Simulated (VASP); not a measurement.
# Be (Fmmm) in VASP: further runs

Runs on Be. Level: PBEsol. Tasks: single point.

Everything below comes from runs of VASP 6.6.1. Logs are shortened: lines on timing, memory, paths and dates and some standing lists are left out, and cuts for length are marked.

## Step 1: The cell of the first run

It takes space group Fmmm (No. 69, orthorhombic). Conventional cell: a = 2.506 Å, b = 3.509 Å, c = 3.580 Å, α = 90.00°, β = 90.00°, γ = 90.00°. Be (site symmetry mmm) has 14 Be at 2.16 to 2.51 Å within 2.9 Å.

## Step 2: Single point, PBEsol (strain -0.0200 x Voigt [0, 0, 0, 0, 0, 1])

Contents of INCAR:

```
PREC = Accurate
ENCUT = 520
EDIFF = 1E-6
ISMEAR = 0
SIGMA = 0.15
LREAL = F
LASPH = T
NELM = 100
ALGO = Normal
ISIF = 2
LWAVE = F
LCHARG = T
GGA = PS
LELF = T
LVHAR = T
NBANDS = 7
```

Contents of KPOINTS:

```
Automatic mesh
0
Gamma
  26 26 26
```

Contents of POSCAR:

```
Be
1.0
   -1.2656521608      1.2656521608      1.2531209513
    1.2656521608     -1.2656521608      1.2531209513
    1.2405897418      1.2405897418     -1.2531209513
Be
1
Direct
    0.0000000000      0.0000000000      0.0000000000
```

Potentials or basis: VASP PAW PBE potentials, release 64 (Be).

Command:

```
$ cat potpaw_PBE.64/Be/POTCAR > POTCAR
$ mpirun -np 1 vasp_std > vasp.out
```

OUTCAR:

```text
PREC = Accurate
   ENCUT = 520
   EDIFF = 1E-6
   ISMEAR = 0
   LREAL = F
   LASPH = T
   NELM = 100
   ISIF = 2
   GGA = PS

 ion  position               nearest neighbor table
   1  0.000  0.000  0.000-

  LATTYP: Found a face centered orthorhombic cell.
 ALAT       =     2.5062419026
 B/A-ratio  =     1.4000714268
 C/A-ratio  =     1.4283556980

  Lattice vectors:

 A1 = (  -0.0250624190,   2.5062419026,   0.0000000000)
 A2 = (  -1.2656521608,   1.2656521608,   1.2531209513)
 A3 = (   1.2405897418,   1.2405897418,   1.2531209513)

Analysis of symmetry for initial positions (statically):
=====================================================================
 Subroutine PRICEL returns:
 Original cell was already a primitive cell.

 Routine SETGRP: Setting up the symmetry group for a
 face centered orthorhombic supercell.

 Subroutine GETGRP returns: Found  8 space group operations
 (whereof  8 operations were pure point group operations)
 out of a pool of  8 trial point group operations.

The static configuration has the point symmetry D_2h.

Analysis of symmetry for dynamics (positions and initial velocities):
=====================================================================
 Subroutine PRICEL returns:
 Original cell was already a primitive cell.

 Routine SETGRP: Setting up the symmetry group for a
 face centered orthorhombic supercell.

 Subroutine GETGRP returns: Found  8 space group operations
 (whereof  8 operations were pure point group operations)
 out of a pool of  8 trial point group operations.

The dynamic configuration has the point symmetry D_2h.

 Subroutine INISYM returns: Found  8 space group operations
 (whereof  8 operations are pure point group operations),
 and found     1 'primitive' translations

----------------------------------------------------------------------------------------

                                     Primitive cell

  volume of cell :       7.8704

  direct lattice vectors                    reciprocal lattice vectors
    -1.265652161  1.265652161  1.253120951     0.003990437  0.399043687  0.399003783
     1.265652161 -1.265652161  1.253120951     0.399043687  0.003990437  0.399003783
     1.240589742  1.240589742 -1.253120951     0.403034124  0.403034124  0.000000000

  length of vectors
     2.184962907  2.184962907  2.156023639     0.564318887  0.564318887  0.569976324

  position of ions in fractional coordinates (direct lattice)
     0.000000000  0.000000000  0.000000000

  ion indices of the primitive-cell ions
   primitive index   ion index
                 1           1

----------------------------------------------------------------------------------------

 KPOINTS: Automatic mesh

Automatic generation of k-mesh.
 Grid dimensions read from file:
 generate k-points for:   26   26   26

 Generating k-lattice:

  Cartesian coordinates                     Fractional coordinates (reciprocal lattice)
     0.000153478  0.015347834  0.015346299     0.038461538  0.000000000  0.000000000
     0.015347834  0.000153478  0.015346299     0.000000000  0.038461538  0.000000000
     0.015501312  0.015501312  0.000000000     0.000000000  0.000000000  0.038461538

  Length of vectors
     0.021704573  0.021704573  0.021922166

  Shift w.r.t. Gamma in fractional coordinates (k-lattice)
     0.000000000  0.000000000  0.000000000

 Subroutine IBZKPT returns following result:
 ===========================================

 Found   2471 irreducible k-points:

 Following reciprocal coordinates:
            Coordinates               Weight
  0.000000  0.000000  0.000000      1.000000
  0.038462  0.000000  0.000000      8.000000
  0.076923  0.000000  0.000000      8.000000
  0.115385  0.000000 -0.000000      8.000000
  0.153846  0.000000 -0.000000      8.000000
  0.192308  0.000000 -0.000000      8.000000
[... 16 lines left out ...]
  0.346154  0.038462 -0.000000      8.000000
  0.384615  0.038462  0.000000      8.000000
 [... further k-points ...]
   k-points           NKPTS =   2471   k-points in BZ     NKDIM =   2471   number of bands    NBANDS=      7
   number of dos      NEDOS =    301   number of ions     NIONS =      1
   total plane-waves  NPLWV =   4096
   dimension x,y,z NGX =    16 NGY =   16 NGZ =   16
   dimension x,y,z NGXF=    32 NGYF=   32 NGZF=   32
   ions per type =               1
   NGX,Y,Z   is equivalent  to a cutoff of  12.17, 12.17, 12.34 a.u.
   NGXF,Y,Z  is equivalent  to a cutoff of  24.35, 24.35, 24.67 a.u.
 SYSTEM =  unknown system
   PREC   = accura    normal or accurate (medium, high low for compatibility)
   ISTART =      0    job   : 0-new  1-cont  2-samecut
   ICHARG =      2    charge: 1-file 2-atom 10-const
   ISPIN  =      1    spin polarized calculation?
   LNONCOLLINEAR =      F non collinear calculations
   LSORBIT =      F    spin-orbit coupling
   LASPH  =      T    aspherical Exc in radial PAW
   ENCUT  =  520.0 eV  38.22 Ry    6.18 a.u.   4.06  4.06  4.01*2*pi/ulx,y,z
   NELM   =    100;   NELMIN=  2; NELMDL= -5     # of ELM steps
   EDIFF  = 0.1E-05   stopping-criterion for ELM
   LREAL  =      F    real-space projection
   EDIFFG = 0.1E-04   stopping-criterion for IOM
   NSW    =      0    number of steps for IOM
   IBRION =     -1    ionic relax: 0-MD 1-quasi-New 2-CG
   NFREE  =      0    steps in history (QN), initial steepest desc. (CG)
   ISIF   =      2    stress and relaxation
   ISYM   =      2    0-nonsym 1-usesym 2-fastsym
   POTIM  = 0.5000    time-step for ionic-motion
   TEBEG  =    0.0;   TEEND  =   0.0 temperature during run
   PSTRESS=    0.0 pullay stress
   NELECT =       2.0000    total number of electrons
   NUPDOWN=      -1.0000    fix difference up-down
   EMIN   =  10.00;   EMAX   =-10.00  energy-range for DOS
   EFERMI =   0.00;   METHOD = LEGACY
   ISMEAR =     0;   SIGMA  =   0.15  broadening in eV -4-tet -1-fermi 0-gaus
   EFERMI_NEDOS =   21; number of points for ismear=-14 and -15
   IALGO  =     38    algorithm
   IMIX   =      4    mixing-type and parameters
     AMIX     =   0.40;   BMIX     =  1.00
     AMIX_MAG =   1.60;   BMIX_MAG =  1.00
  volume/ion in A,a.u.               =       7.87        53.11
  Fermi-wavevector in a.u.,A,eV,Ry     =   1.036938  1.959530 14.629547  1.075241
  Thomas-Fermi vector in A             =   2.171353
   LORBIT       =      0    0 simple, 1 ext, 2 COOP (PROOUT), +10 PAW based schemes
   GGA     = PS    functional components
   LHFCALC =     F    Hartree Fock is set to
   AEXX    =    0.0000 exact exchange contribution
   IVDW    =     0    specifies the selected vdW correction
   LEPSILON=     F    determine dielectric tensor
   LRPA    =     F    only Hartree local field effects (RPA)
 non-spin polarized calculation
 Gauss-broadening in eV      SIGMA  =   0.15
  energy-cutoff  :      520.00
  volume of cell :        7.87
 maximum number of plane-waves:       236
   NGX =  9   NGY =  9   NGZ =  7

 number of electron       2.0000000 magnetization

 Free energy of the ion-electron system (eV)
  ---------------------------------------------------
  ext. energy  EPLUGINS =         0.00000000
  ---------------------------------------------------
  free energy    TOTEN  =        -3.89939169 eV

  energy without entropy =       -3.89855989  energy(sigma->0) =       -3.89897579

 E-fermi :   7.9025     XC(G=0): -10.6284

 val. band max:        7.8980353572   @ k =   0.3462   0.3462   0.0769
 cond. band min:       7.9179017449   @ k =   0.3846   0.0000   0.3077
 fundamental gap:      0.0198663877
 Fermi energy:         7.9025462249

 k-point     1 :       0.0000    0.0000    0.0000
  band No.  band energies     occupation
      1      -4.3157      2.00000
      2      26.9587      0.00000
      3      27.2649      0.00000
      4      27.5394      0.00000
      5      38.4132      0.00000
      6      38.4970      0.00000
      7      38.7510      0.00000

 k-point     2 :       0.0385    0.0000    0.0000
  band No.  band energies     occupation
      1      -4.2640      2.00000
      2      26.7727      0.00000
      3      27.0861      0.00000
      4      27.3701      0.00000
      5      37.7432      0.00000
      6      37.9486      0.00000
      7      38.8774      0.00000

 k-point     3 :       0.0769    0.0000    0.0000
  band No.  band energies     occupation
      1      -4.1086      2.00000
      2      26.1512      0.00000
      3      26.4376      0.00000
      4      27.0963      0.00000
      5      36.1165      0.00000
      6      36.6665      0.00000
      7      39.4818      0.00000

 k-point     4 :       0.1154    0.0000   -0.0000
  band No.  band energies     occupation
      1      -3.8495      2.00000
      2      24.9063      0.00000
      3      25.6071      0.00000
      4      26.7771      0.00000
      5      34.7001      0.00000
      6      35.3823      0.00000
      7      39.0629      0.00000

 k-point     5 :       0.1538    0.0000   -0.0000
  band No.  band energies     occupation
      1      -3.4868      2.00000
      2      23.1751      0.00000
      3      24.7354      0.00000
      4      26.3827      0.00000
      5      33.6162      0.00000
      6      34.3177      0.00000
      7      38.8180      0.00000

 k-point     6 :       0.1923    0.0000   -0.0000
  band No.  band energies     occupation
      1      -3.0207      2.00000
      2      21.1840      0.00000
      3      23.8635      0.00000
      4      25.9301      0.00000
      5      32.6088      0.00000
      6      33.6779      0.00000
      7      38.8462      0.00000

 k-point     7 :       0.2308   -0.0000    0.0000
  band No.  band energies     occupation
      1      -2.4524      2.00000
      2      19.0933      0.00000
      3      23.0383      0.00000
      4      25.4497      0.00000
      5      31.6348      0.00000
      6      33.4031      0.00000
      7      39.1266      0.00000

 k-point     8 :       0.2692    0.0000    0.0000
  band No.  band energies     occupation
      1      -1.7844      2.00000
      2      17.0072      0.00000
      3      22.2904      0.00000
      4      24.9737      0.00000
      5      30.7583      0.00000
      6      33.3489      0.00000
      7      39.6282      0.00000

 k-point     9 :       0.3077    0.0000   -0.0000
  band No.  band energies     occupation
      1      -1.0225      2.00000
      2      14.9909      0.00000
      3      21.6384      0.00000
      4      24.5301      0.00000
      5      30.0046      0.00000
      6      33.4330      0.00000
      7      40.3176      0.00000

 k-point    10 :       0.3462    0.0000   -0.0000
  band No.  band energies     occupation
      1      -0.1786      2.00000
      2      13.0912      0.00000
      3      21.0940      0.00000
      4      24.1413      0.00000
      5      29.3828      0.00000
      6      33.6003      0.00000
      7      41.1566      0.00000

 k-point    11 :       0.3846    0.0000   -0.0000
  band No.  band energies     occupation
      1       0.7210      2.00000
      2      11.3549      0.00000
      3      20.6649      0.00000
      4      23.8241      0.00000
      5      28.8969      0.00000
      6      33.8034      0.00000
      7      42.0939      0.00000
[... 51 lines left out ...]
 k-point    17 :       0.1154    0.0385    0.0000
  band No.  band energies     occupation
      1      -3.6392      2.00000
      2      24.0391      0.00000
      3      25.0012      0.00000
      4      26.4901      0.00000
      5      33.9999      0.00000
      6      34.8403      0.00000
      7      38.7796      0.00000

 k-point    18 :       0.1538    0.0385    0.0000
  band No.  band energies     occupation
      1      -3.2238      2.00000
      2      22.1797      0.00000
      3      24.1089      0.00000
      4      26.0349      0.00000
      5      33.1776      0.00000
      6      33.9251      0.00000
      7      38.7453      0.00000

 k-point    19 :       0.1923    0.0385    0.0000
  band No.  band energies     occupation
      1      -2.7053      2.00000
      2      20.1354      0.00000
      3      23.2469      0.00000
      4      25.5302      0.00000
      5      32.3540      0.00000
      6      33.4371      0.00000
      7      38.9387      0.00000

 k-point    20 :       0.2308    0.0385    0.0000
  band No.  band energies     occupation
      1      -2.0857      2.00000
      2      18.0431      0.00000
      3      22.4532      0.00000
      4      25.0106      0.00000
      5      31.5259      0.00000
      6      33.2904      0.00000
      7      39.3513      0.00000

 k-point    21 :       0.2692    0.0385    0.0000
  band No.  band energies     occupation
      1      -1.3686      2.00000
      2      15.9884      0.00000
      3      21.7498      0.00000
      4      24.5095      0.00000
      5      30.7820      0.00000
      6      33.3334      0.00000
      7      39.9576      0.00000

 k-point    22 :       0.3077    0.0385   -0.0000
  band No.  band energies     occupation
      1      -0.5622      2.00000
      2      14.0265      0.00000
      3      21.1497      0.00000
      4      24.0542      0.00000
      5      30.1523      0.00000
      6      33.4888      0.00000
      7      40.7259      0.00000

 k-point    23 :       0.3462    0.0385   -0.0000
  band No.  band energies     occupation
      1       0.3158      2.00000
      2      12.2025      0.00000
      3      20.6616      0.00000
      4      23.6655      0.00000
      5      29.6472      0.00000
      6      33.7037      0.00000
      7      41.6163      0.00000

 k-point    24 :       0.3846    0.0385    0.0000
  band No.  band energies     occupation
      1       1.2261      2.00000
      2      10.5720      0.00000
      3      20.2907      0.00000
      4      23.3583      0.00000
      5      29.2714      0.00000
      6      33.9297      0.00000
      7      42.5688      0.00000

 [... further k-points ...]
[... 5 lines left out ...]
  --------------------------------------------------------------------------------------
  -------------------------------------------------------------------------------------
  Total       -0.0747506     -0.0747506     -0.0780981      0.2090359      0.0000000      0.0000000
  in kB      -15.2170277    -15.2170277    -15.8984840     42.5535665      0.0000000      0.0000000
  external PRESSURE =     -15.4441798 kB  Pullay stress =       0.0000000 kB

 VOLUME and BASIS-vectors are now :
 -----------------------------------------------------------------------------
  energy-cutoff  :      520.00
  volume of cell :        7.87
      direct lattice vectors                 reciprocal lattice vectors
    -1.265652161  1.265652161  1.253120951     0.003990437  0.399043687  0.399003783
     1.265652161 -1.265652161  1.253120951     0.399043687  0.003990437  0.399003783
     1.240589742  1.240589742 -1.253120951     0.403034124  0.403034124  0.000000000

 POSITION                                       TOTAL-FORCE (eV/Angst)
 -----------------------------------------------------------------------------------
      0.00000      0.00000      0.00000         0.000000      0.000000      0.000000
 -----------------------------------------------------------------------------------
    total drift:                               -0.000000      0.000000      0.000000

  FREE ENERGIE OF THE ION-ELECTRON SYSTEM (eV)
  ---------------------------------------------------
  free  energy   TOTEN  =        -3.8993916883 eV

  energy  without entropy=       -3.8985598904  energy(sigma->0) =       -3.89897579
```

Wall time 44 s (1 thread of AMD EPYC 9R14 (Zen 4), shared host); peak memory 0.19 GiB.

What came out:

* Free energy: -3.8994 eV
* Pressure: -1.5 GPa
* Band gap on the k mesh: zero (band 1 reaches 11.72 eV, above the bottom of band 2 at 6.53 eV)

Levels at points of the mesh, in eV from the Fermi level:
```
           k point  band 1  band 2  band 3  band 4
(0.00, 0.00, 0.00)  -12.22   19.06   19.36   19.64
(0.50, 0.00, 0.00)   -5.22    0.40   12.20   15.50
(0.50, 0.50, 0.00)   -5.36    0.15   12.50   15.59
(0.00, 0.00, 0.50)   -5.08    0.66   11.98   15.31
(0.50, 0.50, 0.50)    3.82    3.96    4.11    9.81
```

Caveat: the cell differs from its parent crystal (strain -0.0200 x Voigt [0, 0, 0, 0, 0, 1]); the PAW data sets were made with another functional, which shifts forces and pressure a little.

## Step 3: Single point, PBEsol (strain -0.0100 x Voigt [0, 0, 0, 0, 0, 1])

Contents of INCAR:

```
PREC     = Accurate       # precision mode
ENCUT    = 520            # plane-wave cutoff, eV
EDIFF    = 1E-6           # SCF threshold, eV
ISMEAR   = 0              # smearing method
SIGMA    = 0.15           # smearing width, eV
LREAL    = False          # projectors in reciprocal space
LASPH    = True           # aspherical terms in the spheres
NELM     = 100            # most SCF steps
ALGO     = Normal         # electronic algorithm
ISIF     = 2              # what is computed and relaxed
LWAVE    = False          # write WAVECAR
LCHARG   = False          # write CHGCAR
GGA      = PS             # functional
NBANDS   = 7              # bands
```

KPOINTS is that of step 2.

Contents of POSCAR:

```
Be
1.0
   -1.2593865561      1.2593865561      1.2531209513
    1.2593865561     -1.2593865561      1.2531209513
    1.2468553465      1.2468553465     -1.2531209513
Be
1
Direct
    0.0000000000      0.0000000000      0.0000000000
```

Potentials or basis: VASP PAW PBE potentials, release 64 (Be).

Command:

```
$ cat potpaw_PBE.64/Be/POTCAR > POTCAR
$ mpirun -np 1 vasp_std > vasp.out
```

It took 42 s on 1 thread of AMD EPYC 9R14 (Zen 4), shared host; peak memory 0.19 GiB.

Results (log left out):

```
Free energy            : -3.9010 eV
Pressure               : -1.6 GPa
Band gap on the k mesh : zero (band 1 reaches 11.79 eV, above the bottom of band 2 at 6.56 eV)
```

Stress tensor (GPa, compression positive):
```
-1.60  2.15  0.00
 2.15 -1.60  0.00
 0.00  0.00 -1.61
```

Levels at points of the mesh, in eV from the Fermi level:
| k point | band 1 | band 2 | band 3 | band 4 | band 5 | band 6 |
| --- | --- | --- | --- | --- | --- | --- |
| (0.00, 0.00, 0.00) | -12.22 | 19.21 | 19.36 | 19.50 | 30.65 | 30.66 |
| (0.50, 0.00, 0.00) | -5.23 | 0.40 | 12.23 | 15.46 | 20.38 | 26.25 |
| (0.50, 0.50, 0.00) | -5.30 | 0.27 | 12.37 | 15.52 | 20.47 | 26.38 |
| (0.00, 0.00, 0.50) | -5.15 | 0.53 | 12.11 | 15.37 | 20.31 | 26.10 |
| (0.50, 0.50, 0.50) | 3.88 | 3.95 | 4.03 | 9.81 | 9.81 | 18.39 |

Caveat: the cell differs from its parent crystal (strain -0.0100 x Voigt [0, 0, 0, 0, 0, 1]); the PAW data sets were made with another functional, which shifts forces and pressure a little.
